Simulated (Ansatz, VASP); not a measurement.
**SiC in VASP and in Ansatz**

The input INCAR:

```
PREC = Accurate ; ENCUT = 520
EDIFF = 1E-6 ; ISMEAR = -1
SIGMA = 0.08 ; LREAL = False
LASPH = True ; NELM = 100
ALGO = Normal ; ISIF = 2
LWAVE = False ; LCHARG = False
GGA = PS ; NBANDS = 16
```

The input KPOINTS:

```
Automatic mesh
0
Gamma
  15 15 8
```

POSCAR

```
SiC
1.0
    3.0759982064     -0.0307599821     -0.0307599821
   -1.5646380291      2.6792725798     -0.0112589349
   -0.0504800000     -0.0504800000      5.0480000000
Si C
2 2
Direct
    0.3333333333      0.6666666667      0.0000000000
    0.6666666667      0.3333333333      0.5000000000
    0.3333333333      0.6666666667      0.3850000000
    0.6666666667      0.3333333333      0.8850000000
```

Input for Ansatz:

```yaml
crystal:
  lattice:
    - [3.0759982064, -0.0307599821, -0.0307599821]
    - [-1.5646380291, 2.6792725798, -0.0112589349]
    - [-0.05048, -0.05048, 5.048]
  atoms:
    - { symbol: Si, position: [0.3333333333, 0.6666666667, 0.0] }
    - { symbol: Si, position: [0.6666666667, 0.3333333333, 0.5] }
    - { symbol: C, position: [0.3333333333, 0.6666666667, 0.385] }
    - { symbol: C, position: [0.6666666667, 0.3333333333, 0.885] }
kpoints:
  mp_grid: { grid: [15, 15, 8] }
  band_path:
    path:
      - [0.0, 0.0, 0.0]
      - [0.0, 0.0, 0.5]
      - [-0.5, 0.5, 0.0]
      - [0.0, 0.0, 0.0]
      - [0.0, -0.5, 0.0]
      - [-0.5, 0.0, 0.5]
      - [0.0, 0.0, 0.0]
      - [-0.5, 0.0, 0.0]
      - [0.0, -0.5, 0.5]
    npoints: 5
scf:
  occupations: { method: fermi_dirac, width: 0.08 }
hamiltonian:
  xc: pbesol
  pseudopotentials: { kind: all_electron, lapw: { basis_error: 0.001 } }
output:
  forces: true
  stress: true
  eigenvalues: true
```

Change from the starting cell: equal xy, yz and zx shear strains of -2 %.

Alike in both runs: task single point; functional PBEsol; k mesh 15 × 15 × 8; occupations fermi-dirac, width 0.08 eV; no spin polarisation.

|  | VASP | Ansatz |
| --- | --- | --- |
| version | VASP 6.6.1 | Ansatz 0.2.0 |
| potentials or method | VASP PAW PBE potentials, release 64 (Si, C), cutoff 520 eV | all-electron LAPW, scalar-relativistic |

|  | VASP | Ansatz | Ansatz less VASP |
| --- | --- | --- | --- |
| pressure (GPa) | 0.8 | 0.4 | -0.40 |
| traceless stress, the component that is largest in VASP (GPa) | 4.87 | 4.83 | -0.040 |
| rms of the force components (eV/Å) | 0.470 | 0.466 | -0.0039 |

VASP's potentials were made for PBE, not for PBEsol. Atom by atom the forces differ by 0.004 eV/Å (rms over components). Ansatz ran all-electron here, and VASP with PAW potentials.
